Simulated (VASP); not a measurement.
A run of VASP 6.6.1 is set up as follows.

INCAR

```
PREC = Accurate
ENCUT = 520
EDIFF = 1E-7
ISMEAR = -1
SIGMA = 0.02
LREAL = False
LASPH = True
NELM = 100
ALGO = Normal
ISIF = 2
LWAVE = False
LCHARG = False
GGA = PE
NBANDS = 19
```

File KPOINTS:

```
Automatic mesh
0
Gamma
  10 10 10
```

Contents of POSCAR:

```
TiO2
1.0
    0.0000000000      2.3968272579      2.3968272579
    2.3249224402      0.0000000000      2.3968272579
    2.3249224402      2.3968272579      0.0000000000
Ti O
1 2
Direct
    0.0000000000      0.0000000000      0.0000000000
    0.2500000000      0.2500000000      0.2500000000
    0.7500000000      0.7500000000      0.7500000000
```

Potentials or basis: VASP PAW PBE potentials, release 64 (Ti_sv, O).

Command:

```console
$ cat potpaw_PBE.64/Ti_sv/POTCAR potpaw_PBE.64/O/POTCAR > POTCAR
$ mpirun -np 1 vasp_std > vasp.out
```

(1) Predict the band gap on the k mesh.

(2) Estimate the pressure.

Results:

(1) 0.82 eV, indirect (least direct gap 1.63 eV).

(2) 15.8 GPa.

Caveat: the cell differs from its parent crystal (uniaxial x strain -3.0%).
